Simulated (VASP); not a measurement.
# ZrN in VASP: a series of runs, part 2 of 2

VASP 6.6.1.

## Step 4: Single point, PBE

Input file INCAR:

```
PREC = Accurate
ENCUT = 520
EDIFF = 1E-6
ISMEAR = -1
SIGMA = 0.05
LREAL = F
LASPH = T
NELM = 100
ALGO = Normal
ISIF = 2
LWAVE = F
LCHARG = F
GGA = PE
NBANDS = 63
```

Input file KPOINTS:

```
Automatic mesh
0
Gamma
  2 2 1
```

Input file POSCAR:

```
ZrN
1.0
    5.5581880000      0.0000000000      0.0000000000
   -2.7790940000      5.7455070000      0.0000000000
    0.0000000000      0.0000000000     16.2295670000
Zr N
6 6
Direct
    0.3809316819      0.2969276689      0.1107115181
    0.2158954773      0.7651370018      0.0858001942
    0.8659965463      0.3707940831      0.2098885325
    0.7603913033      0.8819413152      0.1650198061
    0.4288455475      0.4942992846      0.3021399154
    0.2238025098      0.9146277256      0.2723116396
    0.0000000000      0.0000000000      0.0616159384
    0.7951676087      0.5531626713      0.1181916930
    0.5037822551      0.0419980343      0.1637936490
    0.3240945176      0.5986764963      0.1859815484
    0.0750350714      0.1456442399      0.2446460833
    0.8379464146      0.6687660462      0.2827185716
```

Potentials or basis: VASP PAW PBE potentials, release 64 (Zr_sv, N).

The run is started by

```
> cat potpaw_PBE.64/Zr_sv/POTCAR potpaw_PBE.64/N/POTCAR > POTCAR
> mpirun -np 1 vasp_std > vasp.out
```

OUTCAR:

```text
PREC = Accurate
   ENCUT = 520
   EDIFF = 1E-6
   ISMEAR = -1
   LREAL = F
   LASPH = T
   NELM = 100
   ISIF = 2
   GGA = PE

 ion  position               nearest neighbor table
   1  0.381  0.297  0.111-   8 2.17   9 2.20   7 2.28  10 2.41  11 2.67   3 3.00   2 3.13   5 3.32
                             4 3.43   6 3.43   3 3.49   4 3.51   2 3.51
   2  0.216  0.765  0.086-  10 2.17   8 2.20   9 2.20   7 2.33   4 3.07   1 3.13   3 3.15   6 3.17
                             4 3.20   1 3.51
   3  0.866  0.371  0.210-   8 2.03  11 2.28  12 2.30   9 2.31  10 2.35   1 3.00   4 3.00   2 3.15
                             5 3.23   5 3.24   6 3.32   1 3.49   4 3.63   6 3.63
   4  0.760  0.882  0.165-   7 2.07   9 2.08  11 2.24   8 2.32  10 2.33  12 2.49   3 3.00   6 3.04
                             2 3.07   2 3.20   5 3.24   1 3.43   1 3.51   6 3.54   3 3.63
   5  0.429  0.494  0.302-  12 2.07  10 2.16  11 2.42   3 3.23   4 3.24   3 3.24   1 3.32   6 3.38
                             6 3.40
   6  0.224  0.915  0.272-  11 2.03  12 2.04   9 2.25  10 2.71   4 3.04   2 3.17   3 3.32   5 3.38
                             5 3.40   1 3.43   4 3.54   3 3.63
   7  0.000  0.000  0.062-   4 2.07   1 2.28   2 2.33
   8  0.795  0.553  0.118-   3 2.03   1 2.17   2 2.20   4 2.32
   9  0.504  0.042  0.164-   4 2.08   2 2.20   1 2.20   6 2.25   3 2.31
  10  0.324  0.599  0.186-   5 2.16   2 2.17   4 2.33   3 2.35   1 2.41   6 2.71
  11  0.075  0.146  0.245-   6 2.03   4 2.24   3 2.28   5 2.42   1 2.67
  12  0.838  0.669  0.283-   6 2.04   5 2.07   3 2.30   4 2.49

  LATTYP: Found a base centered orthorhombic cell.
 ALAT       =     5.5581880000
 B/A-ratio  =     2.0674029018
 C/A-ratio  =     2.9199384764

  Lattice vectors:

 A1 = (   2.7790940000,  -5.7455070000,   0.0000000000)
 A2 = (   2.7790940000,   5.7455070000,   0.0000000000)
 A3 = (   0.0000000000,   0.0000000000,  16.2295670000)

Analysis of symmetry for initial positions (statically):
=====================================================================
 Subroutine PRICEL returns:
 Original cell was already a primitive cell.

 Routine SETGRP: Setting up the symmetry group for a
[... 152 lines left out ...]
  volume of cell :      518.28
 maximum number of plane-waves:     14016
 NGX is ok and might be reduce to    42
   NGX = 21   NGY = 23   NGZ = 61

 number of electron     101.9999997 magnetization

 Free energy of the ion-electron system (eV)
  ---------------------------------------------------
  ext. energy  EPLUGINS =         0.00000000
  ---------------------------------------------------
  free energy    TOTEN  =      -110.48996562 eV

  energy without entropy =     -110.43604358  energy(sigma->0) =     -110.46300460

 E-fermi :   0.8809     XC(G=0):  -4.8880

 val. band max:        0.8550415449   @ k =   0.0000   0.5000   0.0000
 cond. band min:       0.9513628907   @ k =   0.5000   0.5000   0.0000
 fundamental gap:      0.0963213458
 Fermi energy:         0.8808898189

 k-point     1 :       0.0000    0.0000    0.0000
  band No.  band energies     occupation
      1     -48.8355      2.00000
      2     -48.4971      2.00000
      3     -48.4891      2.00000
      4     -48.2632      2.00000
      5     -48.2362      2.00000
      6     -47.8676      2.00000
[... 253 lines left out ...]
     62       3.2323      0.00000
     63       3.3208      0.00000

------------------------ aborting loop because EDIFF is reached ----------------------------------------

  FORCE on cell =-STRESS in cart. coord.  units (eV):
  Direction    XX          YY          ZZ          XY          YZ          ZX
  --------------------------------------------------------------------------------------
  -------------------------------------------------------------------------------------
  Total       -7.5040058     -1.5318730     -3.0974516     -3.4302850     -1.5198357      1.8012650
  in kB      -23.1971816     -4.7354889     -9.5751720    -10.6040622     -4.6982779      5.5682621
  external PRESSURE =     -12.5026142 kB  Pullay stress =       0.0000000 kB

 VOLUME and BASIS-vectors are now :
 -----------------------------------------------------------------------------
  energy-cutoff  :      520.00
  volume of cell :      518.28
      direct lattice vectors                 reciprocal lattice vectors
     5.558188000  0.000000000  0.000000000     0.179914749  0.087024522  0.000000000
    -2.779094000  5.745507000  0.000000000     0.000000000  0.174049044  0.000000000
     0.000000000  0.000000000 16.229567000     0.000000000  0.000000000  0.061615938

 POSITION                                       TOTAL-FORCE (eV/Angst)
 -----------------------------------------------------------------------------------
      1.29210      1.70600      1.79680        -1.346159     -0.856677      1.727189
     -0.92640      4.39610      1.39250        -2.834795     -0.124368      0.728728
      3.78290      2.13040      3.40640        -0.013397      1.084958      1.419042
      1.77540      5.06720      2.67820         2.583020     -2.237115     -0.041548
      1.00990      2.84000      4.90360         0.670943     -0.495877     -1.036614
     -1.29790      5.25500      4.41950         0.828529      0.534914     -0.217441
      0.00000      0.00000      1.00000         2.096031      1.350651      0.431646
      2.88240      3.17820      1.91820         0.354325     -0.497727     -2.225751
      2.68340      0.24130      2.65830        -0.914523      2.257063     -0.959830
      0.13760      3.43970      3.01840        -0.162678     -1.049412      0.344286
      0.01230      0.83680      3.97050        -0.450812      1.339818     -0.608101
      2.79890      3.84240      4.58840        -0.810483     -1.306228      0.438395
 -----------------------------------------------------------------------------------
    total drift:                                0.000291      0.000227      0.000119

  FREE ENERGIE OF THE ION-ELECTRON SYSTEM (eV)
  ---------------------------------------------------
  free  energy   TOTEN  =      -110.4899656155 eV

  energy  without entropy=     -110.4360435756  energy(sigma->0) =     -110.46300460
```

OSZICAR:

```text
N       E                     dE             d eps       ncg     rms          rms(c)
DAV:   1     0.110078376804E+04    0.11008E+04   -0.49784E+04   568   0.140E+03
DAV:   2    -0.824982432608E+01   -0.11090E+04   -0.10820E+04   660   0.408E+02
DAV:   3    -0.128407599961E+03   -0.12016E+03   -0.11910E+03   688   0.117E+02
[... 17 lines left out ...]
DAV:  21    -0.110489919447E+03   -0.10142E-03   -0.93366E-06   448   0.906E-03    0.271E-03
DAV:  22    -0.110489957279E+03   -0.37833E-04   -0.39080E-06   392   0.555E-03    0.150E-03
DAV:  23    -0.110489963210E+03   -0.59304E-05   -0.12297E-06   400   0.309E-03    0.814E-04
DAV:  24    -0.110489965179E+03   -0.19692E-05   -0.40737E-07   384   0.175E-03    0.550E-04
DAV:  25    -0.110489965616E+03   -0.43661E-06   -0.87806E-08   376   0.878E-04
   1 F= -.11048997E+03 E0= -.11046300E+03  d E =-.539220E-01
```

stdout:

```text
POSCAR found type information on POSCAR ZrN
 POSCAR found :  2 types and      12 ions
 scaLAPACK will be used
 LDA part: xc-table for (Slater+PW92), standard interpolation
 POSCAR, INCAR and KPOINTS ok, starting setup
 FFT: planning ... GRIDC
 FFT: planning ... GRID_SOFT
 FFT: planning ... GRID
 WAVECAR not read
 entering main loop
```

It took 4.5 min on 1 thread of Intel Xeon Platinum 8559C (Emerald Rapids), shared host; peak memory 0.55 GiB.

What came out:

| Property | Result |
| --- | --- |
| Free energy | -110.4900 eV |
| Largest force | 3.417 eV/Å |
| Band gap on the k mesh | 0.10 eV (least direct gap 0.15 eV) |

Forces in eV/Å, atoms in the order of the input:
```
Zr  -1.346 -0.857  1.727
Zr  -2.835 -0.124  0.729
Zr  -0.013  1.085  1.419
Zr   2.583 -2.237 -0.042
Zr   0.671 -0.496 -1.037
Zr   0.829  0.535 -0.217
N    2.096  1.351  0.432
N    0.354 -0.498 -2.226
N   -0.915  2.257 -0.960
N   -0.163 -1.049  0.344
N   -0.451  1.340 -0.608
N   -0.810 -1.306  0.438
```

Caveat: the k points lie up to 0.63 Å⁻¹ apart; the atoms stand as in a frame of molecular dynamics; there is no dipole correction, which matters where the two faces differ.

## Step 5: Single point, PBE

Input file INCAR:

```
SYSTEM = ZrN
  PREC = Accurate
  ENCUT = 520
  EDIFF = 1E-6
  ISMEAR = -1
  SIGMA = 0.05
  LREAL = .False.
  LASPH = .True.
  NELM = 60
  ALGO = Normal
  ISIF = 2
  LWAVE = .False.
  LCHARG = .True.
  GGA = PE
  LELF = .True.
  LVHAR = .True.
  NBANDS = 63
```

Input file KPOINTS:

```
regular mesh
0
Gamma
  2 2 1
  0 0 0
```

Input file POSCAR:

```
ZrN
1.0
    5.5581880000      0.0000000000      0.0000000000
   -2.7790940000      5.7455070000      0.0000000000
    0.0000000000      0.0000000000     16.2295670000
Zr N
6 6
Direct
    0.3437109259      0.2929767556      0.1187708828
    0.2158954773      0.7651370018      0.0858001942
    0.8491622092      0.3747275915      0.2150642713
    0.7986616660      0.8353483861      0.1622717353
    0.4097442416      0.4528582073      0.2951033752
    0.2475748554      0.9255057909      0.2629398554
    0.0000000000      0.0000000000      0.0616159384
    0.7998076761      0.5303100318      0.1142051418
    0.4784018249      0.0630231588      0.1640031432
    0.3104132155      0.5804535614      0.1942442457
    0.0811318947      0.1649984936      0.2470922360
    0.8304136668      0.6401349785      0.2885227930
```

The run is started by

```
> cat potpaw_PBE.64/Zr_sv/POTCAR potpaw_PBE.64/N/POTCAR > POTCAR
> mpirun -np 1 vasp_std > vasp.out
```

Wall time 4.5 min (1 thread of Intel Xeon Platinum 8559C (Emerald Rapids), shared host); peak memory 0.55 GiB.

It converged, with:

| Item | Value |
| --- | --- |
| Free energy | -110.5893 eV |
| Largest force | 3.506 eV/Å |
| Band gap on the k mesh | 0.09 eV (least direct gap 0.25 eV) |

Forces on the atoms (eV/Å):
```
Zr  -0.588 -0.712 -0.463
Zr  -1.219 -0.072  0.965
Zr   0.928 -0.978  1.039
Zr  -3.385  0.385  0.826
Zr   0.340  1.235  2.385
Zr  -0.359 -1.214  1.859
N    2.516  1.425  0.129
N   -0.157  0.068 -2.114
N    2.219 -0.516 -1.668
N   -0.476  1.955 -1.585
N   -0.085 -1.790 -0.923
N    0.266  0.215 -0.450
```

Levels at points of the mesh, in eV from the valence-band top:
| k point | band 47 | band 48 | band 49 | band 50 | band 51 | band 52 | band 53 | band 54 | band 55 | band 56 |
| --- | --- | --- | --- | --- | --- | --- | --- | --- | --- | --- |
| (0.00, 0.00, 0.00) | -2.14 | -1.83 | -1.11 | -0.62 | -0.01 | 0.29 | 0.42 | 0.89 | 0.95 | 1.32 |
| (0.50, 0.00, 0.00) | -2.20 | -1.85 | -0.78 | -0.55 | -0.17 | 0.09 | 0.52 | 0.91 | 1.31 | 1.39 |
| (0.50, 0.50, 0.00) | -2.33 | -1.77 | -1.30 | -0.56 | -0.47 | 0.20 | 0.55 | 0.71 | 1.31 | 1.36 |
| (0.00, 0.50, 0.00) | -2.15 | -2.08 | -0.85 | -0.43 | 0.00 | 0.35 | 0.41 | 1.01 | 1.17 | 1.28 |

Caveat: the k points lie up to 0.63 Å⁻¹ apart; the atoms stand as in a frame of molecular dynamics; there is no dipole correction, which matters where the two faces differ.

## Step 6: Overview

| cell | gap on the mesh (eV) | largest force (eV/Å) |
| --- | --- | --- |
| as given, atomic positions A | none | 2.24 |
| as given, atomic positions B | 0.08 | 2.28 |
| as given, atomic positions C | 0.10 | 3.42 |
| as given, atomic positions D | 0.09 | 3.51 |

Alike in all rows: task single point; level PBE; potentials or basis VASP PAW PBE potentials, release 64 (Zr_sv, N); no spin polarisation; k mesh 2 × 2 × 1; cutoff (eV) 520; smearing fermi-dirac 0.05 eV.

Caveats: all runs use coarse meshes; there is no dipole correction, which matters where the two faces differ; the atoms stand as in a frame of molecular dynamics (at least some runs).

Total energies depend on the potentials used, so only differences within one code and one set of settings carry meaning.

The gap in the log of VASP goes by the Fermi energy; the results here count the filled bands.